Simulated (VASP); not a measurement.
# Y2Be2N (P-3m1) in VASP: notebook

Y2Be2N is run at these levels: PBE; tasks: single point, relaxation of cell and atoms.

Everything below comes from runs of VASP 6.6.1. Logs are shortened: lines on timing, memory, paths and dates and some standing lists are left out, and cuts for length are marked.

## (1) The cell of the first run

The structure is trigonal, space group P-3m1 (No. 164). The conventional cell has a = 3.804 Å, b = 3.804 Å, c = 6.392 Å, α = 90.00°, β = 90.00°, γ = 120.00°. Within 2.9 Å of Y (site symmetry 3m) lie 3 Be at 2.23 Å and 3 N at 2.58 Å. Within 2.9 Å of Be (site symmetry 3m) lie 3 Y at 2.23 Å and 3 N at 2.80 Å. N (site symmetry -3m) has 6 Y at 2.58 Å and 6 Be at 2.80 Å within 3.4 Å.

The cell was generated, and may not be a known phase.

## (2) Single point, PBE

Contents of INCAR:

```
SYSTEM = Y2Be2N
ALGO = Normal
EDIFF = 1E-7
ENCUT = 520
GGA = PE
ISIF = 2
ISMEAR = 0
LASPH = .TRUE.
LCHARG = .TRUE.
LELF = .TRUE.
LREAL = .FALSE.
LVHAR = .TRUE.
LWAVE = .FALSE.
NBANDS = 24
NELM = 100
PREC = Accurate
SIGMA = 0.1
```

Contents of KPOINTS:

```
k-points
0
G
  6 6 4
  0 0 0
```

Contents of POSCAR:

```
Y2Be2N
1.0
    3.8038512300      0.0000000000      0.0000000000
   -1.9019256200      3.2942318000      0.0000000000
    0.0000000000      0.0000000000      6.3921443400
Y Be N
2 2 1
Direct
    0.3333333300      0.6666666700      0.2893017700
    0.6666666700      0.3333333300      0.7106982300
    0.3333333300      0.6666666700      0.7706365800
    0.6666666700      0.3333333300      0.2293634200
    0.0000000000      0.0000000000      0.5000000000
```

Potentials or basis: VASP PAW PBE potentials, release 64 (Y_sv, Be, N).

On the command line:

```sh
$ cat potpaw_PBE.64/Y_sv/POTCAR potpaw_PBE.64/Be/POTCAR potpaw_PBE.64/N/POTCAR > POTCAR
$ mpirun -np 1 vasp_std > vasp.out
```

OUTCAR:

```text
SYSTEM = Y2Be2N
   EDIFF = 1E-7
   ENCUT = 520
   GGA = PE
   ISIF = 2
   ISMEAR = 0
   LASPH = .TRUE.
   LREAL = .FALSE.
   NELM = 100
   PREC = Accurate

 ion  position               nearest neighbor table
   1  0.333  0.667  0.289-   4 2.23   4 2.23   4 2.23   5 2.58   5 2.58   5 2.58   3 3.08   3 3.32
                             2 3.48   2 3.48   2 3.48   2 4.30   2 4.30   2 4.30
   2  0.667  0.333  0.711-   3 2.23   3 2.23   3 2.23   5 2.58   5 2.58   5 2.58   4 3.08   4 3.32
                             1 3.48   1 3.48   1 3.48   1 4.30   1 4.30   1 4.30
   3  0.333  0.667  0.771-   2 2.23   2 2.23   2 2.23   1 3.08   1 3.32
   4  0.667  0.333  0.229-   1 2.23   1 2.23   1 2.23   2 3.08   2 3.32
   5  0.000  0.000  0.500-   1 2.58   2 2.58   2 2.58   1 2.58   2 2.58   1 2.58

  LATTYP: Found a hexagonal cell.
 ALAT       =     3.8038512300
 C/A-ratio  =     1.6804401522

  Lattice vectors:

 A1 = (   3.8038512300,   0.0000000000,   0.0000000000)
 A2 = (  -1.9019256200,   3.2942318000,   0.0000000000)
 A3 = (   0.0000000000,   0.0000000000,   6.3921443400)

Analysis of symmetry for initial positions (statically):
=====================================================================
 Subroutine PRICEL returns:
 Original cell was already a primitive cell.

 Routine SETGRP: Setting up the symmetry group for a
 hexagonal supercell.

 Subroutine GETGRP returns: Found 12 space group operations
 (whereof 12 operations were pure point group operations)
 out of a pool of 24 trial point group operations.

The static configuration has the point symmetry D_3d.

Analysis of symmetry for dynamics (positions and initial velocities):
=====================================================================
 Subroutine PRICEL returns:
 Original cell was already a primitive cell.

 Routine SETGRP: Setting up the symmetry group for a
 hexagonal supercell.

 Subroutine GETGRP returns: Found 12 space group operations
 (whereof 12 operations were pure point group operations)
 out of a pool of 24 trial point group operations.

The dynamic configuration has the point symmetry D_3d.

 Subroutine INISYM returns: Found 12 space group operations
 (whereof 12 operations are pure point group operations),
 and found     1 'primitive' translations

----------------------------------------------------------------------------------------

                                     Primitive cell

  volume of cell :      80.0985

  direct lattice vectors                    reciprocal lattice vectors
     3.803851230  0.000000000  0.000000000     0.262891459  0.151780455  0.000000000
    -1.901925620  3.294231800  0.000000000     0.000000000  0.303560909  0.000000000
     0.000000000  0.000000000  6.392144340     0.000000000  0.000000000  0.156442024

  length of vectors
     3.803851230  3.803851235  6.392144340     0.303560909  0.303560909  0.156442024

  position of ions in fractional coordinates (direct lattice)
     0.333333330  0.666666670  0.289301770
     0.666666670  0.333333330  0.710698230
     0.333333330  0.666666670  0.770636580
     0.666666670  0.333333330  0.229363420
     0.000000000  0.000000000  0.500000000

  ion indices of the primitive-cell ions
   primitive index   ion index
                 1           1
                 2           2
                 3           3
                 4           4
                 5           5

----------------------------------------------------------------------------------------

 KPOINTS: k-points

Automatic generation of k-mesh.
 Grid dimensions read from file:
 generate k-points for:    6    6    4

 Generating k-lattice:

  Cartesian coordinates                     Fractional coordinates (reciprocal lattice)
     0.043815243  0.025296742  0.000000000     0.166666667  0.000000000  0.000000000
     0.000000000  0.050593485  0.000000000     0.000000000  0.166666667  0.000000000
     0.000000000  0.000000000  0.039110506     0.000000000  0.000000000  0.250000000

  Length of vectors
     0.050593485  0.050593485  0.039110506

  Shift w.r.t. Gamma in fractional coordinates (k-lattice)
     0.000000000  0.000000000  0.000000000

 Subroutine IBZKPT returns following result:
 ===========================================

 Found     24 irreducible k-points:

 Following reciprocal coordinates:
            Coordinates               Weight
  0.000000  0.000000  0.000000      1.000000
  0.166667 -0.000000  0.000000      6.000000
  0.333333 -0.000000  0.000000      6.000000
  0.500000  0.000000  0.000000      3.000000
  0.166667  0.166667  0.000000      6.000000
  0.333333  0.166667  0.000000     12.000000
[... 16 lines left out ...]
  0.333333  0.166667  0.500000     12.000000
  0.333333  0.333333  0.500000      2.000000
   k-points           NKPTS =     24   k-points in BZ     NKDIM =     24   number of bands    NBANDS=     24
   number of dos      NEDOS =    301   number of ions     NIONS =      5
   total plane-waves  NPLWV =  37632
   dimension x,y,z NGX =    28 NGY =   28 NGZ =   48
   dimension x,y,z NGXF=    56 NGYF=   56 NGZF=   96
   ions per type =               2   2   1
   NGX,Y,Z   is equivalent  to a cutoff of  12.24, 12.24, 12.48 a.u.
   NGXF,Y,Z  is equivalent  to a cutoff of  24.47, 24.47, 24.97 a.u.
 SYSTEM =  Y2Be2N
   PREC   = accura    normal or accurate (medium, high low for compatibility)
   ISTART =      0    job   : 0-new  1-cont  2-samecut
   ICHARG =      2    charge: 1-file 2-atom 10-const
   ISPIN  =      1    spin polarized calculation?
   LNONCOLLINEAR =      F non collinear calculations
   LSORBIT =      F    spin-orbit coupling
   LASPH  =      T    aspherical Exc in radial PAW
   ENCUT  =  520.0 eV  38.22 Ry    6.18 a.u.   7.07  7.07 11.89*2*pi/ulx,y,z
   NELM   =    100;   NELMIN=  2; NELMDL= -5     # of ELM steps
   EDIFF  = 0.1E-06   stopping-criterion for ELM
   LREAL  =      F    real-space projection
   EDIFFG = 0.1E-05   stopping-criterion for IOM
   NSW    =      0    number of steps for IOM
   IBRION =     -1    ionic relax: 0-MD 1-quasi-New 2-CG
   NFREE  =      0    steps in history (QN), initial steepest desc. (CG)
   ISIF   =      2    stress and relaxation
   ISYM   =      2    0-nonsym 1-usesym 2-fastsym
   POTIM  = 0.5000    time-step for ionic-motion
   TEBEG  =    0.0;   TEEND  =   0.0 temperature during run
   PSTRESS=    0.0 pullay stress
   NELECT =      31.0000    total number of electrons
   NUPDOWN=      -1.0000    fix difference up-down
   EMIN   =  10.00;   EMAX   =-10.00  energy-range for DOS
   EFERMI =   0.00;   METHOD = LEGACY
   ISMEAR =     0;   SIGMA  =   0.10  broadening in eV -4-tet -1-fermi 0-gaus
   EFERMI_NEDOS =   21; number of points for ismear=-14 and -15
   IALGO  =     38    algorithm
   IMIX   =      4    mixing-type and parameters
     AMIX     =   0.40;   BMIX     =  1.00
     AMIX_MAG =   1.60;   BMIX_MAG =  1.00
  volume/ion in A,a.u.               =      16.02       108.11
  Fermi-wavevector in a.u.,A,eV,Ry     =   1.193037  2.254513 19.365685  1.423338
  Thomas-Fermi vector in A             =   2.329061
   LORBIT       =      0    0 simple, 1 ext, 2 COOP (PROOUT), +10 PAW based schemes
   GGA     = PE    functional components
   LHFCALC =     F    Hartree Fock is set to
   AEXX    =    0.0000 exact exchange contribution
   IVDW    =     0    specifies the selected vdW correction
   LEPSILON=     F    determine dielectric tensor
   LRPA    =     F    only Hartree local field effects (RPA)
 non-spin polarized calculation
 Gauss-broadening in eV      SIGMA  =   0.10
  energy-cutoff  :      520.00
  volume of cell :       80.10
 maximum number of plane-waves:      2192
   NGX = 15   NGY = 15   NGZ = 23

 number of electron      31.0000002 magnetization

 Free energy of the ion-electron system (eV)
  ---------------------------------------------------
  ext. energy  EPLUGINS =         0.00000000
  ---------------------------------------------------
  free energy    TOTEN  =       -22.27006970 eV

  energy without entropy =      -22.25631232  energy(sigma->0) =      -22.26319101

 E-fermi :   4.1531     XC(G=0): -10.2225

 val. band max:        4.1452001396   @ k =   0.1667  -0.0000   0.0000
 cond. band min:       4.1582115615   @ k =   0.3333   0.3333   0.2500
 fundamental gap:      0.0130114219
 Fermi energy:         4.1531244852

 k-point     1 :       0.0000    0.0000    0.0000
  band No.  band energies     occupation
      1     -37.9230      2.00000
      2     -37.8653      2.00000
      3     -18.2531      2.00000
      4     -18.0555      2.00000
      5     -18.0555      2.00000
      6     -17.9818      2.00000
[... 16 lines left out ...]
     23       6.8345      0.00000
     24       9.2093      0.00000

 k-point     2 :       0.1667   -0.0000    0.0000
  band No.  band energies     occupation
      1     -37.9137      2.00000
      2     -37.8629      2.00000
      3     -18.2589      2.00000
      4     -18.1473      2.00000
      5     -18.0920      2.00000
      6     -18.0298      2.00000
[... 16 lines left out ...]
     23       8.5770      0.00000
     24       8.9927      0.00000

 k-point     3 :       0.3333   -0.0000    0.0000
  band No.  band energies     occupation
      1     -37.8930      2.00000
      2     -37.8600      2.00000
      3     -18.3957      2.00000
      4     -18.2858      2.00000
      5     -18.1582      2.00000
      6     -18.0277      2.00000
[... 16 lines left out ...]
     23       8.6329      0.00000
     24       8.8911      0.00000
[... 514 lines left out ...]
 k-point    23 :       0.3333    0.1667    0.5000
  band No.  band energies     occupation
      1     -37.8790      2.00000
      2     -37.8621      2.00000
      3     -18.4472      2.00000
      4     -18.3381      2.00000
      5     -18.2252      2.00000
      6     -18.1148      2.00000
[... 16 lines left out ...]
     23       8.7376      0.00000
     24       8.8265      0.00000

 k-point    24 :       0.3333    0.3333    0.5000
  band No.  band energies     occupation
      1     -37.8676      2.00000
      2     -37.8676      2.00000
      3     -18.4208      2.00000
      4     -18.3129      2.00000
      5     -18.3129      2.00000
      6     -18.2018      2.00000
[... 16 lines left out ...]
     23       8.8258      0.00000
     24       9.3067      0.00000

------------------------ aborting loop because EDIFF is reached ----------------------------------------

  FORCE on cell =-STRESS in cart. coord.  units (eV):
  Direction    XX          YY          ZZ          XY          YZ          ZX
  --------------------------------------------------------------------------------------
  -------------------------------------------------------------------------------------
  Total       15.3927575     15.3927576     -6.0222241     -0.0000000      0.0000000     -0.0000000
  in kB      307.8950872    307.8950877   -120.4601065     -0.0000005      0.0000000     -0.0000000
  external PRESSURE =     165.1100228 kB  Pullay stress =       0.0000000 kB

 VOLUME and BASIS-vectors are now :
 -----------------------------------------------------------------------------
  energy-cutoff  :      520.00
  volume of cell :       80.10
      direct lattice vectors                 reciprocal lattice vectors
     3.803851230  0.000000000  0.000000000     0.262891459  0.151780455  0.000000000
    -1.901925620  3.294231800  0.000000000     0.000000000  0.303560909  0.000000000
     0.000000000  0.000000000  6.392144340     0.000000000  0.000000000  0.156442024

 POSITION                                       TOTAL-FORCE (eV/Angst)
 -----------------------------------------------------------------------------------
     -0.00000      2.19615      1.84926        -0.000000      0.000000      1.733036
      1.90193      1.09808      4.54289        -0.000000     -0.000000     -1.733036
     -0.00000      2.19615      4.92602         0.000000      0.000000      2.096025
      1.90193      1.09808      1.46612        -0.000000      0.000000     -2.096025
      0.00000      0.00000      3.19607         0.000000      0.000000      0.000000
 -----------------------------------------------------------------------------------
    total drift:                                0.000000      0.000000      0.000000

  FREE ENERGIE OF THE ION-ELECTRON SYSTEM (eV)
  ---------------------------------------------------
  free  energy   TOTEN  =       -22.2700697023 eV

  energy  without entropy=      -22.2563123181  energy(sigma->0) =      -22.26319101
```

Run time: 1.7 min. Hardware: 1 thread of Intel Xeon 8259CL, shared host; peak memory 0.22 GiB.

Results:

```
Free energy            : -22.2701 eV
Pressure               : 16.5 GPa
Largest force          : 2.096 eV/Å
Band gap on the k mesh : zero (an odd number of electrons rules out a gap without spin polarisation)
```

Forces on the atoms (eV/Å):
```
Y    0.000  0.000  1.733
Y    0.000  0.000 -1.733
Be   0.000  0.000  2.096
Be   0.000  0.000 -2.096
N    0.000  0.000  0.000
```

Stress tensor (GPa, compression positive):
```
 30.79   0.00   0.00
  0.00  30.79   0.00
  0.00   0.00 -12.05
```

Caveat: the stress differs along the axes, from -12 to 31 GPa; forces of over 1 eV/Å act on the atoms, so gaps and moduli don't describe the material at rest.

## (3) Single point, PBE

This run uses another cell than the first one, of 17.10 Å³/atom.

Contents of INCAR:

```
SYSTEM = Y2Be2N
PREC     = Accurate       ! precision mode
ENCUT    = 520            ! plane-wave cutoff, eV
EDIFF    = 1E-7           ! SCF threshold, eV
ISMEAR   = 0              ! smearing method
SIGMA    = 0.1            ! smearing width, eV
LREAL    = .False.        ! projectors in reciprocal space
LASPH    = .True.         ! aspherical terms in the spheres
NELM     = 60             ! most SCF steps
ALGO     = Normal         ! electronic algorithm
ISIF     = 2              ! what is computed and relaxed
LWAVE    = .False.        ! write WAVECAR
LCHARG   = .True.         ! write CHGCAR
GGA      = PE             ! functional
LELF     = .True.         ! ELF
LVHAR    = .True.       
NBANDS   = 24             ! bands
```

Contents of KPOINTS:

```
Automatic mesh
0
Gamma
  6 6 4
  0 0 0
```

Contents of POSCAR:

```
Y2Be2N
1.0
    3.5448711820      0.0000000027      0.0000000000
   -1.7724355933      3.0699484954      0.0000000000
    0.0000000000      0.0000000000      7.8554563241
Y Be N
2 2 1
Direct
    0.3333333333      0.6666666667      0.3322061620
    0.6666666667      0.3333333333      0.6677938380
    0.3333333333      0.6666666667      0.9524588251
    0.6666666667      0.3333333333      0.0475411749
    0.0000000000      0.0000000000      0.5000000000
```

Potentials or basis: VASP PAW PBE potentials, release 64 (Y_sv, Be, N).

On the command line:

```sh
$ cat potpaw_PBE.64/Y_sv/POTCAR potpaw_PBE.64/Be/POTCAR potpaw_PBE.64/N/POTCAR > POTCAR
$ mpirun -np 1 vasp_std > vasp.out
```

OUTCAR:

```text
SYSTEM = Y2Be2N
   PREC = Accurate
   ENCUT = 520
   EDIFF = 1E-7
   ISMEAR = 0
   LREAL = .False.
   LASPH = .True.
   NELM = 60
   ISIF = 2
   GGA = PE

 ion  position               nearest neighbor table
   1  0.333  0.667  0.332-   5 2.43   5 2.43   5 2.43   3 2.98   4 3.03   4 3.03   4 3.03   2 3.34
                             2 3.34   2 3.34
   2  0.667  0.333  0.668-   5 2.43   5 2.43   5 2.43   4 2.98   3 3.03   3 3.03   3 3.03   1 3.34
                             1 3.34   1 3.34
   3  0.333  0.667  0.952-   4 2.18   4 2.18   4 2.18   1 2.98   2 3.03   2 3.03   2 3.03
   4  0.667  0.333  0.048-   3 2.18   3 2.18   3 2.18   2 2.98   1 3.03   1 3.03   1 3.03
   5  0.000  0.000  0.500-   1 2.43   2 2.43   1 2.43   2 2.43   2 2.43   1 2.43

  LATTYP: Found a hexagonal cell.
 ALAT       =     3.5448711820
 C/A-ratio  =     2.2160061454

  Lattice vectors:

 A1 = (   3.5448711820,   0.0000000027,   0.0000000000)
 A2 = (  -1.7724355933,   3.0699484954,   0.0000000000)
 A3 = (   0.0000000000,   0.0000000000,   7.8554563241)

Analysis of symmetry for initial positions (statically):
[... 181 lines left out ...]
 val. band max:        3.6774091233   @ k =   0.3333   0.1667   0.5000
 cond. band min:       3.7117940863   @ k =   0.1667   0.1667   0.5000
 fundamental gap:      0.0343849630
 Fermi energy:         3.6818007975

 k-point     1 :       0.0000    0.0000    0.0000
  band No.  band energies     occupation
      1     -38.3557      2.00000
      2     -38.2687      2.00000
      3     -18.7985      2.00000
      4     -18.1529      2.00000
      5     -18.1529      2.00000
      6     -18.1245      2.00000
[... 637 lines left out ...]
     23       8.7123      0.00000
     24       9.3407      0.00000

------------------------ aborting loop because EDIFF is reached ----------------------------------------

  FORCE on cell =-STRESS in cart. coord.  units (eV):
  Direction    XX          YY          ZZ          XY          YZ          ZX
  --------------------------------------------------------------------------------------
  -------------------------------------------------------------------------------------
  Total       -0.0528765     -0.0528765      0.0306381     -0.0000000      0.0000000      0.0000000
  in kB       -0.9909929     -0.9909929      0.5742075     -0.0000000      0.0000000      0.0000000
  external PRESSURE =      -0.4692594 kB  Pullay stress =       0.0000000 kB

 VOLUME and BASIS-vectors are now :
 -----------------------------------------------------------------------------
  energy-cutoff  :      520.00
  volume of cell :       85.49
      direct lattice vectors                 reciprocal lattice vectors
     3.544871182  0.000000003  0.000000000     0.282097698  0.162869182  0.000000000
    -1.772435593  3.069948495  0.000000000    -0.000000000  0.325738364  0.000000000
     0.000000000  0.000000000  7.855456324     0.000000000  0.000000000  0.127300052

 POSITION                                       TOTAL-FORCE (eV/Angst)
 -----------------------------------------------------------------------------------
     -0.00000      2.04663      2.60963         0.000000     -0.000000      0.002084
      1.77244      1.02332      5.24583        -0.000000      0.000000     -0.002084
     -0.00000      2.04663      7.48200         0.000000      0.000000      0.002402
      1.77244      1.02332      0.37346         0.000000      0.000000     -0.002402
      0.00000      0.00000      3.92773         0.000000      0.000000      0.000000
 -----------------------------------------------------------------------------------
    total drift:                               -0.000000      0.000000      0.000000

  FREE ENERGIE OF THE ION-ELECTRON SYSTEM (eV)
  ---------------------------------------------------
  free  energy   TOTEN  =       -30.3772716870 eV

  energy  without entropy=      -30.3602596518  energy(sigma->0) =      -30.36876567
```

Run time: 2 min. Hardware: 1 thread of Intel Xeon 8259CL, shared host; peak memory 0.24 GiB.

What came out:

- Free energy: -30.3773 eV
- Pressure: 0.0 GPa
- Band gap on the k mesh: zero (an odd number of electrons rules out a gap without spin polarisation)

Forces in eV/Å, atoms in the order of the input:
```
Y    0.000  0.000  0.002
Y    0.000  0.000 -0.002
Be   0.000  0.000  0.002
Be   0.000  0.000 -0.002
N    0.000  0.000  0.000
```

Stress tensor (GPa, compression positive):
```
-0.10  0.00  0.00
 0.00 -0.10  0.00
 0.00  0.00  0.06
```

(Part 1 of 2 ends here.)

The gap in the log of VASP goes by the Fermi energy; the results here count the filled bands.